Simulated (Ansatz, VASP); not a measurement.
# Ca in VASP and in Ansatz

The input INCAR:

```
ALGO     = Normal         # electronic algorithm
EDIFF    = 1E-6           # SCF threshold, eV
EDIFFG   = -0.01          # ionic threshold
ENCUT    = 600            # plane-wave cutoff, eV
GGA      = PS             # functional
IBRION   = 2              # ionic algorithm
ISIF     = 3              # what is computed and relaxed
ISMEAR   = -1             # smearing method
LASPH    = True           # aspherical terms in the spheres
LCHARG   = False          # write CHGCAR
LREAL    = False          # projectors in reciprocal space
LWAVE    = False          # write WAVECAR
NELM     = 80             # most SCF steps
NSW      = 80             # ionic steps
PREC     = Accurate       # precision mode
SIGMA    = 0.1            # smearing width, eV
```

Contents of KPOINTS:

```
k-points
0
Gamma
  10 10 10
```

POSCAR

```
Ca
1.0
   -2.2177580097      2.2177580097      2.2177580097
    2.2177580097     -2.2177580097      2.2177580097
    2.2177580097      2.2177580097     -2.2177580097
Ca
1
Direct
    0.0000000000      0.0000000000      0.0000000000
```

Input for Ansatz:

```yaml
crystal:
  lattice:
    - [-2.2177580097, 2.2177580097, 2.2177580097]
    - [2.2177580097, -2.2177580097, 2.2177580097]
    - [2.2177580097, 2.2177580097, -2.2177580097]
  atoms:
    - { symbol: Ca, position: [0.0, 0.0, 0.0] }
hamiltonian:
  xc: pbesol
  pseudopotentials:
    kind: paw
    azcp:
      Ca: "pseudopotentials/Ca.paw.azcp"
basis:
  ecutwfc: 420
  fft_grid_basis: typed
kpoints:
  mp_grid: { grid: [10, 10, 10], shift: [0, 0, 0] }
magnetization:
  spin_polarized: false
scf:
  occupations: { method: fermi_dirac, width: 0.1 }
relax:
  max_steps: 60
  f_tol: 0.01
  cell: {}
```

Alike in both runs: task relaxation of cell and atoms; functional PBEsol; k mesh 10 × 10 × 10; occupations fermi-dirac, width 0.1 eV; no spin polarisation.

|  | VASP | Ansatz |
| --- | --- | --- |
| version | VASP 6.6.1 | Ansatz 0.2.0 |
| potentials or method | VASP PAW PBE potentials, release 64 (Ca_sv), cutoff 600 eV | plane waves (420 eV) with PAW, scalar-relativistic |
| valence electrons in the cell | 10 | 10 |

```csv
,VASP,Ansatz,Ansatz less VASP
relaxed volume (Å³/atom),40.55,40.50,-0.053
relaxed cell length with the largest relative difference (Å),3.749,3.747,-0.0016
```

VASP's potentials were made for PBE, not for PBEsol, and Ansatz warns of the same on its side.
